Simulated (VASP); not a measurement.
Write the native input for VASP 6.6.1 that does the following.

```yaml
Task: single point
Functional: LDA
Potentials_or_basis: VASP PAW LDA potentials, release 64 (Ta_pv, F)
Cutoff: 600 eV
k_mesh: 8 × 8 × 8
Occupations: fermi-dirac, width 0.15 eV
Spin: no spin polarisation
Dipole_correction: no
Further_INCAR_settings: ALGO = Normal; EDIFF = 1e-06; NBANDS = 24
```

The structure of TaF3 lies in POSCAR:

```
TaF3
1.0
    4.1110907200      0.0000000000      0.0000000000
    0.0000000000      4.1110907200      0.0000000000
    0.0000000000      0.0000000000      4.1666460000
Ta F
1 3
Direct
    0.0000000000      0.0000000000      0.0000000000
    0.0000000000      0.5000000000      0.0000000000
    0.5000000000      0.0000000000      0.0000000000
    0.0000000000      0.0000000000      0.5000000000
```

One way to write it, as run:

INCAR

```
SYSTEM = TaF3
PREC = Accurate
ENCUT = 600
EDIFF = 1E-6
ISMEAR = -1
SIGMA = 0.15
LREAL = .False.
LASPH = .True.
NELM = 120
ALGO = Normal
ISIF = 2
LWAVE = .False.
LCHARG = .True.
GGA = CA
LELF = .True.
LVHAR = .True.
NBANDS = 24
GGA_COMPAT = .False.
```

KPOINTS

```
regular mesh
0
Gamma
  8 8 8
  0 0 0
```

Potentials or basis: VASP PAW LDA potentials, release 64 (Ta_pv, F).

The run is started by

```console
$ cat potpaw_LDA.64/Ta_pv/POTCAR potpaw_LDA.64/F/POTCAR > POTCAR
$ mpirun -np 1 vasp_std > vasp.out
```

It gave:

```yaml
Pressure: -7.1 GPa
Band_gap_on_the_k_mesh: zero (bands 16 and 17 overlap by 2.22 eV)
```

Caveat: the cell stands under tension; spin-orbit coupling is left out, which moves the levels of the heavy elements.

Run time: 120 s on 1 thread of Intel Xeon 8259CL, on a shared host, peak memory 0.27 GiB.
